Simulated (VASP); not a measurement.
# HfB2 (P6/mmm) in VASP: further runs

HfB2 is run at these levels: PBEsol+U; tasks: density of states.

Program: VASP 6.6.1. These are calculated values, not measurements. Logs are shortened: lines on timing, memory, paths and dates and some standing lists are left out, and cuts for length are marked.

## Step 1: The cell of the first run

The structure is hexagonal, space group P6/mmm (No. 191). Conventional cell: a = 3.140 Å, b = 3.140 Å, c = 3.480 Å, α = 90.00°, β = 90.00°, γ = 120.00°. Hf (site symmetry 6/mmm) has 12 B at 2.51 Å and 6 Hf at 3.14 Å within 3.3 Å. Within 2.4 Å of B (site symmetry -6m2) lie 3 B at 1.81 Å.

## Step 2: Density of states, PBEsol+U

POSCAR

```
HfB2
1.0
    3.1400000000      0.0000000000      0.0000000000
   -1.5700000000      2.7193197679      0.0000000000
    0.0000000000      0.0000000000      3.4800000000
Hf B
1 2
Direct
    0.0000000000      0.0000000000      0.0000000000
    0.6666666667      0.3333333333      0.5000000000
    0.3333333333      0.6666666667      0.5000000000
```

INCAR.step1

```
SYSTEM = HfB2
PREC = Accurate
ENCUT = 520
EDIFF = 1E-6
ISMEAR = -1
SIGMA = 0.05
LREAL = .FALSE.
LASPH = .TRUE.
NELM = 150
ALGO = Normal
ISIF = 2
LWAVE = .FALSE.
LCHARG = .TRUE.
LMAXMIX = 4
LDAU = .TRUE.
LDAUTYPE = 2
LDAUL = 2 -1
LDAUU = 2 0
LDAUJ = 0 0
LDAUPRINT = 1
GGA = PS
NBANDS = 15
```

KPOINTS.step1

```
Automatic mesh
0
G
  10 10 8
  0 0 0
```

INCAR.step2

```
SYSTEM = HfB2
PREC = Accurate
ENCUT = 520
EDIFF = 1E-6
ISMEAR = -5
SIGMA = 0.05
LREAL = .FALSE.
LASPH = .TRUE.
NELM = 150
ALGO = Normal
ISIF = 2
LWAVE = .FALSE.
LCHARG = .FALSE.
LMAXMIX = 4
LDAU = .TRUE.
LDAUTYPE = 2
LDAUL = 2 -1
LDAUU = 2 0
LDAUJ = 0 0
LDAUPRINT = 1
GGA = PS
LORBIT = 11
NBANDS = 15
NEDOS = 2001
ICHARG = 11
```

KPOINTS.step2

```
Automatic mesh
0
G
  15 15 12
  0 0 0
```

Potentials or basis: VASP PAW PBE potentials, release 64 (Hf_pv, B).

Command:

```sh
> cat potpaw_PBE.64/Hf_pv/POTCAR potpaw_PBE.64/B/POTCAR > POTCAR
> cp INCAR.step1 INCAR
> cp KPOINTS.step1 KPOINTS
> mpirun -np 1 vasp_std > vasp.out
> cp INCAR.step2 INCAR
> cp KPOINTS.step2 KPOINTS
> mpirun -np 1 vasp_std > vasp.out
```

OUTCAR:

```text
SYSTEM = HfB2
   PREC = Accurate
   ENCUT = 520
   EDIFF = 1E-6
   ISMEAR = -5
   LREAL = .FALSE.
   LASPH = .TRUE.
   NELM = 150
   ISIF = 2
   GGA = PS
   LORBIT = 11
   ICHARG = 11

 ion  position               nearest neighbor table
   1  0.000  0.000  0.000-   2 2.51   3 2.51   2 2.51   3 2.51   2 2.51   2 2.51   3 2.51   3 2.51
                             2 2.51   2 2.51   3 2.51   3 2.51
   2  0.667  0.333  0.500-   3 1.81   3 1.81   3 1.81   1 2.51   1 2.51   1 2.51   1 2.51   1 2.51
                             1 2.51
   3  0.333  0.667  0.500-   2 1.81   2 1.81   2 1.81   1 2.51   1 2.51   1 2.51   1 2.51   1 2.51
                             1 2.51

  LATTYP: Found a hexagonal cell.
 ALAT       =     3.1400000000
 C/A-ratio  =     1.1082802548

  Lattice vectors:

 A1 = (   3.1400000000,   0.0000000000,   0.0000000000)
 A2 = (  -1.5700000000,   2.7193197679,   0.0000000000)
 A3 = (   0.0000000000,   0.0000000000,   3.4800000000)

Analysis of symmetry for initial positions (statically):
=====================================================================
 Subroutine PRICEL returns:
 Original cell was already a primitive cell.

 Routine SETGRP: Setting up the symmetry group for a
 hexagonal supercell.

 Subroutine GETGRP returns: Found 24 space group operations
 (whereof 24 operations were pure point group operations)
 out of a pool of 24 trial point group operations.

The static configuration has the point symmetry D_6h.

Analysis of symmetry for dynamics (positions and initial velocities):
=====================================================================
 Subroutine PRICEL returns:
 Original cell was already a primitive cell.

 Routine SETGRP: Setting up the symmetry group for a
 hexagonal supercell.

 Subroutine GETGRP returns: Found 24 space group operations
 (whereof 24 operations were pure point group operations)
 out of a pool of 24 trial point group operations.

The dynamic configuration has the point symmetry D_6h.

 Subroutine INISYM returns: Found 24 space group operations
 (whereof 24 operations are pure point group operations),
 and found     1 'primitive' translations

----------------------------------------------------------------------------------------

                                     Primitive cell

  volume of cell :      29.7146

  direct lattice vectors                    reciprocal lattice vectors
     3.140000000  0.000000000  0.000000000     0.318471338  0.183869512  0.000000000
    -1.570000000  2.719319768  0.000000000     0.000000000  0.367739025  0.000000000
     0.000000000  0.000000000  3.480000000     0.000000000  0.000000000  0.287356322

  length of vectors
     3.140000000  3.140000000  3.480000000     0.367739025  0.367739025  0.287356322

  position of ions in fractional coordinates (direct lattice)
     0.000000000  0.000000000  0.000000000
     0.666666667  0.333333333  0.500000000
     0.333333333  0.666666667  0.500000000

  ion indices of the primitive-cell ions
   primitive index   ion index
                 1           1
                 2           2
                 3           3

----------------------------------------------------------------------------------------

 KPOINTS: Automatic mesh

Automatic generation of k-mesh.
 Grid dimensions read from file:
 generate k-points for:   15   15   12

 Generating k-lattice:

  Cartesian coordinates                     Fractional coordinates (reciprocal lattice)
     0.021231423  0.012257967  0.000000000     0.066666667  0.000000000  0.000000000
     0.000000000  0.024515935  0.000000000     0.000000000  0.066666667  0.000000000
     0.000000000  0.000000000  0.023946360     0.000000000  0.000000000  0.083333333

  Length of vectors
     0.024515935  0.024515935  0.023946360

  Shift w.r.t. Gamma in fractional coordinates (k-lattice)
     0.000000000  0.000000000  0.000000000

 TETIRR: Found   2748 inequivalent tetrahedra from    16200

 Subroutine IBZKPT returns following result:
 ===========================================

 Found    189 irreducible k-points:

 Following reciprocal coordinates:
            Coordinates               Weight
  0.000000  0.000000  0.000000      1.000000
  0.066667 -0.000000  0.000000      6.000000
  0.133333  0.000000  0.000000      6.000000
  0.200000  0.000000  0.000000      6.000000
  0.266667  0.000000  0.000000      6.000000
  0.333333  0.000000  0.000000      6.000000
[... 16 lines left out ...]
  0.333333  0.200000  0.000000     12.000000
  0.400000  0.200000  0.000000      6.000000
 [... further k-points ...]
   k-points           NKPTS =    189   k-points in BZ     NKDIM =    189   number of bands    NBANDS=     15
   number of dos      NEDOS =   2001   number of ions     NIONS =      3
   total plane-waves  NPLWV =  16128
   dimension x,y,z NGX =    24 NGY =   24 NGZ =   28
   dimension x,y,z NGXF=    48 NGYF=   48 NGZF=   56
   ions per type =               1   2
   NGX,Y,Z   is equivalent  to a cutoff of  12.71, 12.71, 13.38 a.u.
   NGXF,Y,Z  is equivalent  to a cutoff of  25.41, 25.41, 26.75 a.u.
 SYSTEM =  HfB2
   PREC   = accura    normal or accurate (medium, high low for compatibility)
   ISTART =      0    job   : 0-new  1-cont  2-samecut
   ICHARG =     11    charge: 1-file 2-atom 10-const
   ISPIN  =      1    spin polarized calculation?
   LNONCOLLINEAR =      F non collinear calculations
   LSORBIT =      F    spin-orbit coupling
   LASPH  =      T    aspherical Exc in radial PAW
   ENCUT  =  520.0 eV  38.22 Ry    6.18 a.u.   5.84  5.84  6.47*2*pi/ulx,y,z
   NELM   =    150;   NELMIN=  2; NELMDL=  0     # of ELM steps
   EDIFF  = 0.1E-05   stopping-criterion for ELM
   LREAL  =      F    real-space projection
   EDIFFG = 0.1E-04   stopping-criterion for IOM
   NSW    =      0    number of steps for IOM
   IBRION =     -1    ionic relax: 0-MD 1-quasi-New 2-CG
   NFREE  =      0    steps in history (QN), initial steepest desc. (CG)
   ISIF   =      2    stress and relaxation
   ISYM   =      2    0-nonsym 1-usesym 2-fastsym
   POTIM  = 0.5000    time-step for ionic-motion
   TEBEG  =    0.0;   TEEND  =   0.0 temperature during run
   PSTRESS=    0.0 pullay stress
   NELECT =      16.0000    total number of electrons
   NUPDOWN=      -1.0000    fix difference up-down
   EMIN   =  10.00;   EMAX   =-10.00  energy-range for DOS
   EFERMI =   0.00;   METHOD = LEGACY
   ISMEAR =    -5;   SIGMA  =   0.05  broadening in eV -4-tet -1-fermi 0-gaus
   EFERMI_NEDOS =   21; number of points for ismear=-14 and -15
   IALGO  =     38    algorithm
   IMIX   =      4    mixing-type and parameters
     AMIX     =   0.40;   BMIX     =  1.00
     AMIX_MAG =   1.60;   BMIX_MAG =  1.00
  volume/ion in A,a.u.               =       9.90        66.84
  Fermi-wavevector in a.u.,A,eV,Ry     =   1.331860  2.516850 24.134693  1.773850
  Thomas-Fermi vector in A             =   2.460838
   LORBIT       =     11    0 simple, 1 ext, 2 COOP (PROOUT), +10 PAW based schemes
 LDA+U is selected, type is set to LDAUTYPE =  2
   angular momentum for each species LDAUL =     2   -1
   U (eV)           for each species LDAUU =   2.0  0.0
   J (eV)           for each species LDAUJ =   0.0  0.0
   GGA     = PS    functional components
   LHFCALC =     F    Hartree Fock is set to
   AEXX    =    0.0000 exact exchange contribution
   IVDW    =     0    specifies the selected vdW correction
   LEPSILON=     F    determine dielectric tensor
   LRPA    =     F    only Hartree local field effects (RPA)
 non-spin polarized calculation
 Fermi weights with tetrahedron method with Bloechl corrections
  energy-cutoff  :      520.00
  volume of cell :       29.71
 maximum number of plane-waves:       820
 NGX is ok and might be reduce to    24

atom =   1  type =  1  l = 2

 onsite density matrix

spin component  1

  0.1899 -0.0000 -0.0000  0.0000 -0.0000
 -0.0000  0.1839  0.0000 -0.0000 -0.0000
 -0.0000  0.0000  0.1646  0.0000  0.0000
  0.0000 -0.0000  0.0000  0.1839 -0.0000
 -0.0000 -0.0000  0.0000 -0.0000  0.1899

spin component  2

  0.1899 -0.0000 -0.0000  0.0000 -0.0000
 -0.0000  0.1839  0.0000 -0.0000 -0.0000
 -0.0000  0.0000  0.1646  0.0000  0.0000
  0.0000 -0.0000  0.0000  0.1839 -0.0000
 -0.0000 -0.0000  0.0000 -0.0000  0.1899

 occupancies and eigenvectors

  o =  0.1646  v =  0.0000  0.0000  1.0000  0.0000 -0.0000  0.0000  0.0000  0.0000  0.0000  0.0000      0.0000  0.0000  0.0000  0.0000  0.0000  0.0000  0.0000  0.0000  0.0000  0.0000
  o =  0.1646  v =  0.0000  0.0000  0.0000  0.0000  0.0000  0.0000  0.0000  1.0000  0.0000 -0.0000      0.0000  0.0000  0.0000  0.0000  0.0000  0.0000  0.0000  0.0000  0.0000  0.0000
  o =  0.1839  v =  0.0000  0.0000 -0.0000  1.0000  0.0000  0.0000  0.0000  0.0000  0.0000  0.0000      0.0000  0.0000  0.0000  0.0000  0.0000  0.0000  0.0000  0.0000  0.0000  0.0000
  o =  0.1839  v =  0.0000  0.0000  0.0000  0.0000  0.0000  0.0000  0.0000 -0.0000  1.0000  0.0000      0.0000  0.0000  0.0000  0.0000  0.0000  0.0000  0.0000  0.0000  0.0000  0.0000
  o =  0.1839  v =  0.0000 -1.0000  0.0000  0.0000 -0.0000  0.0000  0.0000  0.0000  0.0000  0.0000      0.0000  0.0000  0.0000  0.0000  0.0000  0.0000  0.0000  0.0000  0.0000  0.0000
  o =  0.1839  v =  0.0000  0.0000  0.0000  0.0000  0.0000  0.0000 -1.0000  0.0000  0.0000 -0.0000      0.0000  0.0000  0.0000  0.0000  0.0000  0.0000  0.0000  0.0000  0.0000  0.0000
  o =  0.1899  v =  0.0000  0.0000  0.0000  0.0000  0.0000  0.0000  0.0000 -0.0000  0.0000 -1.0000      0.0000  0.0000  0.0000  0.0000  0.0000  0.0000  0.0000  0.0000  0.0000  0.0000
  o =  0.1899  v =  0.0000  0.0000 -0.0000  0.0000 -1.0000  0.0000  0.0000  0.0000  0.0000  0.0000      0.0000  0.0000  0.0000  0.0000  0.0000  0.0000  0.0000  0.0000  0.0000  0.0000
  o =  0.1899  v =  0.0000  0.0000  0.0000  0.0000  0.0000  1.0000  0.0000  0.0000  0.0000  0.0000      0.0000  0.0000  0.0000  0.0000  0.0000  0.0000  0.0000  0.0000  0.0000  0.0000
  o =  0.1899  v =  1.0000  0.0000  0.0000  0.0000  0.0000  0.0000  0.0000  0.0000  0.0000  0.0000      0.0000  0.0000  0.0000  0.0000  0.0000  0.0000  0.0000  0.0000  0.0000  0.0000

 number of electron      15.9999998 magnetization

 Free energy of the ion-electron system (eV)
  ---------------------------------------------------
  ext. energy  EPLUGINS =         0.00000000
  ---------------------------------------------------
  free energy    TOTEN  =       -26.34298330 eV

  energy without entropy =      -26.34298330  energy(sigma->0) =      -26.34298330

 E-fermi :   7.9814     XC(G=0): -12.6837

 val. band max:        8.1596794916   @ k =   0.0667   0.0667   0.3333
 cond. band min:       7.7707785908   @ k =   0.4000   0.1333   0.0000
 fundamental gap:     -0.3889009008
 Fermi energy:         7.9814307808

 k-point     1 :       0.0000    0.0000    0.0000
  band No.  band energies     occupation
      1     -23.2293      2.00000
      2     -22.7377      2.00000
      3     -22.7377      2.00000
      4      -6.0978      2.00000
      5       4.7841      2.00000
      6       4.8640      2.00000
      7       4.8851      2.00000
      8       4.8851      2.00000
      9      11.9810      0.00000
     10      11.9810      0.00000
     11      12.5259      0.00000
     12      12.5259      0.00000
     13      12.6397      0.00000
     14      12.6397      0.00000
     15      12.6800      0.00000
[... 397 lines left out ...]
 k-point    24 :       0.4000    0.2000    0.0000
  band No.  band energies     occupation
      1     -23.4057      2.00000
      2     -23.0874      2.00000
      3     -23.0831      2.00000
      4      -1.4047      2.00000
      5      -1.0779      2.00000
      6       1.6232      2.00000
      7       4.2317      2.00000
      8       6.7345      2.00000
      9       7.5672      1.53438
     10      10.7602      0.00000
     11      12.5162      0.00000
     12      14.6919      0.00000
     13      16.4947      0.00000
     14      17.7141      0.00000
     15      18.3062      0.00000

 [... further k-points ...]
[... 5 lines left out ...]
  --------------------------------------------------------------------------------------
  -------------------------------------------------------------------------------------
  Total        0.1974335      0.1974335      0.3673636      0.0000000      0.0000000     -0.0000000
  in kB       10.6454050     10.6454050     19.8078592      0.0000000      0.0000000     -0.0000000
  external PRESSURE =      13.6995564 kB  Pullay stress =       0.0000000 kB

 VOLUME and BASIS-vectors are now :
 -----------------------------------------------------------------------------
  energy-cutoff  :      520.00
  volume of cell :       29.71
      direct lattice vectors                 reciprocal lattice vectors
     3.140000000  0.000000000  0.000000000     0.318471338  0.183869512  0.000000000
    -1.570000000  2.719319768  0.000000000     0.000000000  0.367739025  0.000000000
     0.000000000  0.000000000  3.480000000     0.000000000  0.000000000  0.287356322

 POSITION                                       TOTAL-FORCE (eV/Angst)
 -----------------------------------------------------------------------------------
      0.00000      0.00000      0.00000        -0.000000      0.000000      0.000000
      1.57000      0.90644      1.74000        -0.000000     -0.000000      0.000000
     -0.00000      1.81288      1.74000         0.000000      0.000000      0.000000
 -----------------------------------------------------------------------------------
    total drift:                               -0.000000      0.000000     -0.000000

  FREE ENERGIE OF THE ION-ELECTRON SYSTEM (eV)
  ---------------------------------------------------
  free  energy   TOTEN  =       -26.3429833046 eV

  energy  without entropy=      -26.3429833046  energy(sigma->0) =      -26.34298330

 total charge

# of ion       s       p       d       tot
------------------------------------------
    1        0.306   6.606   1.782   8.695
    2        0.661   1.279   0.000   1.941
    3        0.661   1.279   0.000   1.941
--------------------------------------------------
tot          1.628   9.165   1.782  12.576
```

It took 52 s on 1 thread of Intel Xeon Platinum 8259CL at 2.50GHz (Skylake/Cascade Lake), shared host; peak memory 0.2 GiB.

What came out:

| Item | Value |
| --- | --- |
| Valence electrons inside the program's atomic spheres | Hf 8.70; B 1.94 |

Eigenvalues of the final occupation matrices:
```tsv
site	spin	trace	eigenvalues
site 1 d	1	0.91	0.16 0.18 0.18 0.19 0.19
site 1 d	2	0.91	0.16 0.18 0.18 0.19 0.19
```

Caveat: the PAW data sets were made with another functional, which shifts forces and pressure a little; spin-orbit coupling is left out, which moves the levels of the heavy elements; U without spin polarisation on a metal has little footing; the U is typed as a test and isn't derived for this compound; tetrahedron occupations give inexact forces and stress in metals.

## Step 3: Density of states, PBEsol+U

POSCAR is that of step 2.

INCAR.step1

```
SYSTEM = HfB2
PREC = Accurate ; ENCUT = 520
EDIFF = 1E-6 ; ISMEAR = -1
SIGMA = 0.05 ; LREAL = .FALSE.
LASPH = .TRUE. ; NELM = 150
ALGO = Normal ; ISIF = 2
LWAVE = .FALSE. ; LCHARG = .TRUE.
LMAXMIX = 4 ; LDAU = .TRUE.
LDAUTYPE = 2 ; LDAUL = 2 -1
LDAUU = 3 0 ; LDAUJ = 0 0
LDAUPRINT = 1 ; GGA = PS
NBANDS = 15
```

KPOINTS.step1

```
regular mesh
0
G
  10 10 8
  0 0 0
```

INCAR.step2

```
SYSTEM = HfB2
PREC = Accurate ; ENCUT = 520
EDIFF = 1E-6 ; ISMEAR = -5
SIGMA = 0.05 ; LREAL = .FALSE.
LASPH = .TRUE. ; NELM = 150
ALGO = Normal ; ISIF = 2
LWAVE = .FALSE. ; LCHARG = .FALSE.
LMAXMIX = 4 ; LDAU = .TRUE.
LDAUTYPE = 2 ; LDAUL = 2 -1
LDAUU = 3 0 ; LDAUJ = 0 0
LDAUPRINT = 1 ; GGA = PS
LORBIT = 11 ; NEDOS = 2001
ICHARG = 11
```

KPOINTS.step2

```
regular mesh
0
G
  15 15 12
  0 0 0
```

Potentials or basis: VASP PAW PBE potentials, release 64 (Hf_pv, B).

Command:

```sh
> cat potpaw_PBE.64/Hf_pv/POTCAR potpaw_PBE.64/B/POTCAR > POTCAR
> cp INCAR.step1 INCAR
> cp KPOINTS.step1 KPOINTS
> mpirun -np 1 vasp_std > vasp.out
> cp INCAR.step2 INCAR
> cp KPOINTS.step2 KPOINTS
> mpirun -np 1 vasp_std > vasp.out
```

Run time: 61 s. Hardware: 1 thread of Intel Xeon Platinum 8259CL at 2.50GHz (Skylake/Cascade Lake), shared host; peak memory 0.2 GiB.

It converged, with:

```yaml
Valence_electrons_inside_the_program's_atomic_spheres: Hf 8.67; B 1.95
```

Levels at points of the mesh, in eV from the Fermi level:
```csv
k point,band 5,band 6,band 7,band 8,band 9,band 10,band 11,band 12
"(0.00, 0.00, 0.00)",-3.23,-3.20,-3.13,-3.13,4.08,4.09,4.56,4.57
"(0.00, 0.00, 0.50)",-8.92,-1.54,-1.54,0.20,0.20,0.96,0.96,2.23
```

Eigenvalues of the final occupation matrices:
```tsv
site	spin	trace	eigenvalues
site 1 d	1	0.89	0.16 0.18 0.18 0.19 0.19
site 1 d	2	0.89	0.16 0.18 0.18 0.19 0.19
```

Caveat: the PAW data sets were made with another functional, which shifts forces and pressure a little; spin-orbit coupling is left out, which moves the levels of the heavy elements; U without spin polarisation on a metal has little footing; the U is typed as a test and isn't derived for this compound; tetrahedron occupations give inexact forces and stress in metals.
